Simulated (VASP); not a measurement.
PbO, 2 atoms in the cell. The structure is cubic, space group Fm-3m (No. 225). The conventional cell has a = 5.264 Å, b = 5.264 Å, c = 5.264 Å, α = 90.00°, β = 90.00°, γ = 90.00°. Pb (site symmetry m-3m) has 6 O at 2.63 Å within 3.5 Å. O (site symmetry m-3m) has 6 Pb at 2.63 Å within 3.5 Å. 

```yaml
Program: VASP 6.6.1
Task: single point
Functional: PBE
Potentials_or_basis: VASP PAW PBE potentials, release 64 (Pb_d, O)
Cutoff: 520 eV
k_mesh: 12 × 12 × 12
Occupations: gaussian, width 0.02 eV
Spin: no spin polarisation
Dipole_correction: no
Further_INCAR_settings: ALGO = Normal; EDIFF = 1e-07; NBANDS = 17
```

Potentials or basis: VASP PAW PBE potentials, release 64 (Pb_d, O).

The run is started by

```bash
$ cat potpaw_PBE.64/Pb_d/POTCAR potpaw_PBE.64/O/POTCAR > POTCAR
$ mpirun -np 1 vasp_std > vasp.out
```

Hardware: 1 thread of Intel(R) Xeon(R) 6975P-C (Granite Rapids), on a shared host.

Estimate the wall time of this run.

It took 27 s on 1 thread of Intel(R) Xeon(R) 6975P-C (Granite Rapids), with other jobs on the host, peak memory 0.18 GiB. Counts: scf iterations 15, k points 72.
